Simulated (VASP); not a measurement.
# GaP (gwk.c) (F-43m) in VASP: single point with PBE

Aim: the single point of GaP (gwk.c) with PBE.

Program: VASP 6.6.1. These are calculated values, not measurements. Logs are shortened: lines on timing, memory, paths and dates and some standing lists are left out, and cuts for length are marked.

**Measured values to compare with.**

“Stacking defects in GaP nanowires: Electronic structure and optical properties”, 2018, arxiv:1810.01194 quotes, for a bulk crystal of GaP at 10 K: band gap 2.34 eV (indirect).

The runs below are set against these values where they give the same quantity.

## 1. The cell of the first run

The structure is cubic, space group F-43m (No. 216). The conventional cell has a = 5.506 Å, b = 5.506 Å, c = 5.506 Å, α = 90.00°, β = 90.00°, γ = 90.00°. Within 3.1 Å of Ga (site symmetry -43m) lie 4 P at 2.38 Å. Within 3.1 Å of P (site symmetry -43m) lie 4 Ga at 2.38 Å.

## 2. Single point, PBE

Input file INCAR:

```
SYSTEM = GaP
PREC = Accurate
ENCUT = 500
EDIFF = 1E-6
ISMEAR = 0
SIGMA = 0.01
LREAL = .FALSE.
LASPH = .TRUE.
NELM = 120
ALGO = Normal
ISIF = 2
LWAVE = .FALSE.
LCHARG = .FALSE.
GGA = PE
NBANDS = 16
GGA_COMPAT = .FALSE.
```

Input file KPOINTS:

```
regular mesh
0
G
  6 6 6
  0 0 0
```

Input file POSCAR:

```
GaP
1.0
    0.0000000000      2.7529801885      2.7529801885
    2.7529801885      0.0000000000      2.7529801885
    2.7529801885      2.7529801885      0.0000000000
Ga P
1 1
Direct
    0.0000000000      0.0000000000      0.0000000000
    0.2500000000      0.2500000000      0.2500000000
```

Potentials or basis: VASP PAW PBE potentials, release 64 (Ga_d, P).

Launch:

```
$ cat potpaw_PBE.64/Ga_d/POTCAR potpaw_PBE.64/P/POTCAR > POTCAR
$ mpirun -np 1 vasp_std > vasp.out
```

OUTCAR:

```text
SYSTEM = GaP
   PREC = Accurate
   ENCUT = 500
   EDIFF = 1E-6
   ISMEAR = 0
   LREAL = .FALSE.
   LASPH = .TRUE.
   NELM = 120
   ISIF = 2
   GGA = PE

 ion  position               nearest neighbor table
   1  0.000  0.000  0.000-   2 2.38   2 2.38   2 2.38   2 2.38
   2  0.250  0.250  0.250-   1 2.38   1 2.38   1 2.38   1 2.38

  LATTYP: Found a face centered cubic cell.
 ALAT       =     5.5059603770

  Lattice vectors:

 A1 = (   0.0000000000,   2.7529801885,   2.7529801885)
 A2 = (   2.7529801885,   0.0000000000,   2.7529801885)
 A3 = (   2.7529801885,   2.7529801885,   0.0000000000)

Analysis of symmetry for initial positions (statically):
=====================================================================
 Subroutine PRICEL returns:
 Original cell was already a primitive cell.

 Routine SETGRP: Setting up the symmetry group for a
 face centered cubic supercell.

 Subroutine GETGRP returns: Found 24 space group operations
 (whereof 24 operations were pure point group operations)
 out of a pool of 48 trial point group operations.

The static configuration has the point symmetry T_d .

Analysis of symmetry for dynamics (positions and initial velocities):
=====================================================================
 Subroutine PRICEL returns:
 Original cell was already a primitive cell.

 Routine SETGRP: Setting up the symmetry group for a
 face centered cubic supercell.

 Subroutine GETGRP returns: Found 24 space group operations
 (whereof 24 operations were pure point group operations)
 out of a pool of 48 trial point group operations.

The dynamic configuration has the point symmetry T_d .

 Subroutine INISYM returns: Found 24 space group operations
 (whereof 24 operations are pure point group operations),
 and found     1 'primitive' translations

----------------------------------------------------------------------------------------

                                     Primitive cell

  volume of cell :      41.7291

  direct lattice vectors                    reciprocal lattice vectors
     0.000000000  2.752980189  2.752980189    -0.181621358  0.181621358  0.181621358
     2.752980189  0.000000000  2.752980189     0.181621358 -0.181621358  0.181621358
     2.752980189  2.752980189  0.000000000     0.181621358  0.181621358 -0.181621358

  length of vectors
     3.893301920  3.893301920  3.893301920     0.314577420  0.314577420  0.314577420

  position of ions in fractional coordinates (direct lattice)
     0.000000000  0.000000000  0.000000000
     0.250000000  0.250000000  0.250000000

  ion indices of the primitive-cell ions
   primitive index   ion index
                 1           1
                 2           2

----------------------------------------------------------------------------------------

 KPOINTS: regular mesh

Automatic generation of k-mesh.
 Grid dimensions read from file:
 generate k-points for:    6    6    6

 Generating k-lattice:

  Cartesian coordinates                     Fractional coordinates (reciprocal lattice)
    -0.030270226  0.030270226  0.030270226     0.166666667  0.000000000  0.000000000
     0.030270226 -0.030270226  0.030270226     0.000000000  0.166666667  0.000000000
     0.030270226  0.030270226 -0.030270226     0.000000000  0.000000000  0.166666667

  Length of vectors
     0.052429570  0.052429570  0.052429570

  Shift w.r.t. Gamma in fractional coordinates (k-lattice)
     0.000000000  0.000000000  0.000000000

 Subroutine IBZKPT returns following result:
 ===========================================

 Found     16 irreducible k-points:

 Following reciprocal coordinates:
            Coordinates               Weight
  0.000000  0.000000  0.000000      1.000000
  0.166667  0.000000  0.000000      8.000000
  0.333333  0.000000  0.000000      8.000000
  0.500000  0.000000  0.000000      4.000000
  0.166667  0.166667  0.000000      6.000000
  0.333333  0.166667  0.000000     24.000000
[... 8 lines left out ...]
 -0.333333  0.333333  0.166667     24.000000
 -0.333333  0.500000  0.166667     12.000000
   k-points           NKPTS =     16   k-points in BZ     NKDIM =     16   number of bands    NBANDS=     16
   number of dos      NEDOS =    301   number of ions     NIONS =      2
   total plane-waves  NPLWV =  21952
   dimension x,y,z NGX =    28 NGY =   28 NGZ =   28
   dimension x,y,z NGXF=    56 NGYF=   56 NGZF=   56
   ions per type =               1   1
   NGX,Y,Z   is equivalent  to a cutoff of  11.96, 11.96, 11.96 a.u.
   NGXF,Y,Z  is equivalent  to a cutoff of  23.91, 23.91, 23.91 a.u.
 SYSTEM =  GaP
   PREC   = accura    normal or accurate (medium, high low for compatibility)
   ISTART =      0    job   : 0-new  1-cont  2-samecut
   ICHARG =      2    charge: 1-file 2-atom 10-const
   ISPIN  =      1    spin polarized calculation?
   LNONCOLLINEAR =      F non collinear calculations
   LSORBIT =      F    spin-orbit coupling
   LASPH  =      T    aspherical Exc in radial PAW
   ENCUT  =  500.0 eV  36.75 Ry    6.06 a.u.   7.10  7.10  7.10*2*pi/ulx,y,z
   NELM   =    120;   NELMIN=  2; NELMDL= -5     # of ELM steps
   EDIFF  = 0.1E-05   stopping-criterion for ELM
   LREAL  =      F    real-space projection
   EDIFFG = 0.1E-04   stopping-criterion for IOM
   NSW    =      0    number of steps for IOM
   IBRION =     -1    ionic relax: 0-MD 1-quasi-New 2-CG
   NFREE  =      0    steps in history (QN), initial steepest desc. (CG)
   ISIF   =      2    stress and relaxation
   ISYM   =      2    0-nonsym 1-usesym 2-fastsym
   POTIM  = 0.5000    time-step for ionic-motion
   TEBEG  =    0.0;   TEEND  =   0.0 temperature during run
   PSTRESS=    0.0 pullay stress
   NELECT =      18.0000    total number of electrons
   NUPDOWN=      -1.0000    fix difference up-down
   EMIN   =  10.00;   EMAX   =-10.00  energy-range for DOS
   EFERMI =   0.00;   METHOD = LEGACY
   ISMEAR =     0;   SIGMA  =   0.01  broadening in eV -4-tet -1-fermi 0-gaus
   EFERMI_NEDOS =   21; number of points for ismear=-14 and -15
   IALGO  =     38    algorithm
   IMIX   =      4    mixing-type and parameters
     AMIX     =   0.40;   BMIX     =  1.00
     AMIX_MAG =   1.60;   BMIX_MAG =  1.00
  volume/ion in A,a.u.               =      20.86       140.80
  Fermi-wavevector in a.u.,A,eV,Ry     =   1.236951  2.337499 20.817572  1.530048
  Thomas-Fermi vector in A             =   2.371539
   LORBIT       =      0    0 simple, 1 ext, 2 COOP (PROOUT), +10 PAW based schemes
   GGA     = PE    functional components
   LHFCALC =     F    Hartree Fock is set to
   AEXX    =    0.0000 exact exchange contribution
   IVDW    =     0    specifies the selected vdW correction
   LEPSILON=     F    determine dielectric tensor
   LRPA    =     F    only Hartree local field effects (RPA)
 non-spin polarized calculation
 Gauss-broadening in eV      SIGMA  =   0.01
  energy-cutoff  :      500.00
  volume of cell :       41.73
 maximum number of plane-waves:      1068
   NGX = 15   NGY = 15   NGZ = 15

 number of electron      18.0000009 magnetization

 Free energy of the ion-electron system (eV)
  ---------------------------------------------------
  ext. energy  EPLUGINS =         0.00000000
  ---------------------------------------------------
  free energy    TOTEN  =        -9.11189787 eV

  energy without entropy =       -9.11189787  energy(sigma->0) =       -9.11189787

 E-fermi :   4.4093     XC(G=0):  -9.6924

 val. band max:        4.3537248514   @ k =   0.0000   0.0000   0.0000
 cond. band min:       5.9281907554   @ k =   0.0000   0.0000   0.0000
 fundamental gap:      1.5744659040
 Fermi energy:         4.4093013089

 k-point     1 :       0.0000    0.0000    0.0000
  band No.  band energies     occupation
      1     -10.1567      2.00000
      2     -10.1567      2.00000
      3     -10.1567      2.00000
      4     -10.0662      2.00000
      5     -10.0662      2.00000
      6      -7.9149      2.00000
[... 8 lines left out ...]
     15      14.0952      0.00000
     16      14.0952      0.00000

 k-point     2 :       0.1667    0.0000    0.0000
  band No.  band energies     occupation
      1     -10.1764      2.00000
      2     -10.1497      2.00000
      3     -10.1497      2.00000
      4     -10.0660      2.00000
      5     -10.0660      2.00000
      6      -7.5730      2.00000
[... 8 lines left out ...]
     15      13.2977      0.00000
     16      14.2765      0.00000

 k-point     3 :       0.3333    0.0000    0.0000
  band No.  band energies     occupation
      1     -10.2120      2.00000
      2     -10.1383      2.00000
      3     -10.1383      2.00000
      4     -10.0629      2.00000
      5     -10.0629      2.00000
      6      -6.6662      2.00000
[... 8 lines left out ...]
     15      13.9455      0.00000
     16      13.9584      0.00000

 k-point     4 :       0.5000    0.0000    0.0000
  band No.  band energies     occupation
      1     -10.2283      2.00000
      2     -10.1343      2.00000
      3     -10.1343      2.00000
      4     -10.0595      2.00000
      5     -10.0595      2.00000
      6      -5.9462      2.00000
[... 8 lines left out ...]
     15      15.9399      0.00000
     16      15.9399      0.00000

 k-point     5 :       0.1667    0.1667    0.0000
  band No.  band energies     occupation
      1     -10.1889      2.00000
      2     -10.1425      2.00000
      3     -10.1425      2.00000
      4     -10.0727      2.00000
      5     -10.0613      2.00000
      6      -7.4590      2.00000
[... 8 lines left out ...]
     15      14.5215      0.00000
     16      15.0456      0.00000

 k-point     6 :       0.3333    0.1667    0.0000
  band No.  band energies     occupation
      1     -10.2161      2.00000
      2     -10.1325      2.00000
      3     -10.1295      2.00000
      4     -10.0758      2.00000
      5     -10.0573      2.00000
      6      -6.7279      2.00000
[... 8 lines left out ...]
     15      15.0177      0.00000
     16      15.8796      0.00000

 k-point     7 :       0.5000    0.1667    0.0000
  band No.  band energies     occupation
      1     -10.2318      2.00000
      2     -10.1297      2.00000
      3     -10.1242      2.00000
      4     -10.0697      2.00000
      5     -10.0574      2.00000
      6      -5.8072      2.00000
[... 8 lines left out ...]
     15      15.9557      0.00000
     16      16.4608      0.00000

 k-point     8 :      -0.3333    0.1667    0.0000
  band No.  band energies     occupation
      1     -10.2251      2.00000
      2     -10.1315      2.00000
      3     -10.1286      2.00000
      4     -10.0652      2.00000
      5     -10.0631      2.00000
      6      -6.0757      2.00000
[... 8 lines left out ...]
     15      15.0162      0.00000
     16      16.6490      0.00000

 k-point     9 :      -0.1667    0.1667    0.0000
  band No.  band energies     occupation
      1     -10.2003      2.00000
      2     -10.1413      2.00000
      3     -10.1382      2.00000
      4     -10.0694      2.00000
      5     -10.0625      2.00000
      6      -7.0352      2.00000
[... 8 lines left out ...]
     15      14.4983      0.00000
     16      15.8247      0.00000

 k-point    10 :       0.3333    0.3333    0.0000
  band No.  band energies     occupation
      1     -10.2405      2.00000
      2     -10.1132      2.00000
      3     -10.1132      2.00000
      4     -10.0887      2.00000
      5     -10.0515      2.00000
      6      -6.2191      2.00000
[... 8 lines left out ...]
     15      15.6922      0.00000
     16      18.5295      0.00000

 k-point    11 :       0.5000    0.3333    0.0000
  band No.  band energies     occupation
      1     -10.2501      2.00000
      2     -10.1111      2.00000
      3     -10.1058      2.00000
      4     -10.0879      2.00000
      5     -10.0512      2.00000
      6      -5.4054      2.00000
[... 8 lines left out ...]
     15      16.1768      0.00000
     16      17.3928      0.00000

 k-point    12 :      -0.3333    0.3333    0.0000
  band No.  band energies     occupation
      1     -10.2400      2.00000
      2     -10.1219      2.00000
      3     -10.1119      2.00000
      4     -10.0757      2.00000
      5     -10.0598      2.00000
      6      -5.3140      2.00000
[... 8 lines left out ...]
     15      13.8932      0.00000
     16      19.1890      0.00000

 k-point    13 :       0.5000    0.5000    0.0000
  band No.  band energies     occupation
      1     -10.2624      2.00000
      2     -10.0979      2.00000
      3     -10.0979      2.00000
      4     -10.0975      2.00000
      5     -10.0466      2.00000
      6      -5.0867      2.00000
[... 8 lines left out ...]
     15      16.6815      0.00000
     16      17.2168      0.00000

 k-point    14 :       0.5000    0.3333    0.1667
  band No.  band energies     occupation
      1     -10.2338      2.00000
      2     -10.1256      2.00000
      3     -10.1156      2.00000
      4     -10.0785      2.00000
      5     -10.0564      2.00000
      6      -5.9236      2.00000
[... 8 lines left out ...]
     15      15.9887      0.00000
     16      17.4261      0.00000

 k-point    15 :      -0.3333    0.3333    0.1667
  band No.  band energies     occupation
      1     -10.2394      2.00000
      2     -10.1256      2.00000
      3     -10.1095      2.00000
      4     -10.0756      2.00000
      5     -10.0591      2.00000
      6      -5.3121      2.00000
[... 8 lines left out ...]
     15      16.6370      0.00000
     16      16.9490      0.00000

 k-point    16 :      -0.3333    0.5000    0.1667
  band No.  band energies     occupation
      1     -10.2496      2.00000
      2     -10.1155      2.00000
      3     -10.1021      2.00000
      4     -10.0844      2.00000
      5     -10.0542      2.00000
      6      -5.0259      2.00000
[... 8 lines left out ...]
     15      16.1188      0.00000
     16      17.7618      0.00000

------------------------ aborting loop because EDIFF is reached ----------------------------------------

  FORCE on cell =-STRESS in cart. coord.  units (eV):
  Direction    XX          YY          ZZ          XY          YZ          ZX
  --------------------------------------------------------------------------------------
  -------------------------------------------------------------------------------------
  Total       -0.0146152     -0.0146152     -0.0146152     -0.0000000      0.0000000     -0.0000000
  in kB       -0.5611472     -0.5611472     -0.5611472     -0.0000000      0.0000000     -0.0000000
  external PRESSURE =      -0.5611472 kB  Pullay stress =       0.0000000 kB

 VOLUME and BASIS-vectors are now :
 -----------------------------------------------------------------------------
  energy-cutoff  :      500.00
  volume of cell :       41.73
      direct lattice vectors                 reciprocal lattice vectors
     0.000000000  2.752980189  2.752980189    -0.181621358  0.181621358  0.181621358
     2.752980189  0.000000000  2.752980189     0.181621358 -0.181621358  0.181621358
     2.752980189  2.752980189  0.000000000     0.181621358  0.181621358 -0.181621358

 POSITION                                       TOTAL-FORCE (eV/Angst)
 -----------------------------------------------------------------------------------
      0.00000      0.00000      0.00000         0.000000      0.000000      0.000000
      1.37649      1.37649      1.37649        -0.000000     -0.000000     -0.000000
 -----------------------------------------------------------------------------------
    total drift:                                0.000001      0.000001      0.000001

  FREE ENERGIE OF THE ION-ELECTRON SYSTEM (eV)
  ---------------------------------------------------
  free  energy   TOTEN  =        -9.1118978666 eV

  energy  without entropy=       -9.1118978666  energy(sigma->0) =       -9.11189787
```

Wall time 14 s (1 thread of Intel Xeon 8259CL, shared host); peak memory 0.15 GiB.

Results:

```yaml
Free_energy: -9.1119 eV
Pressure: -0.1 GPa
Band_gap_on_the_k_mesh: 1.57 eV, direct
```

## 3. Against experiment

Step 2. Against the measured gap of GaP, 2.34 eV (indirect; 10 K; quoted in “Stacking defects in GaP nanowires: Electronic structure and optical properties”, 2018, arxiv:1810.01194), the calculated 1.57 eV is off by -0.77 eV. Spin-orbit coupling on Ga is left out. The value is that of PBE on a finite k mesh, which can miss the band edges, without temperature or zero-point motion. Semilocal functionals fall short of measured gaps as a rule.
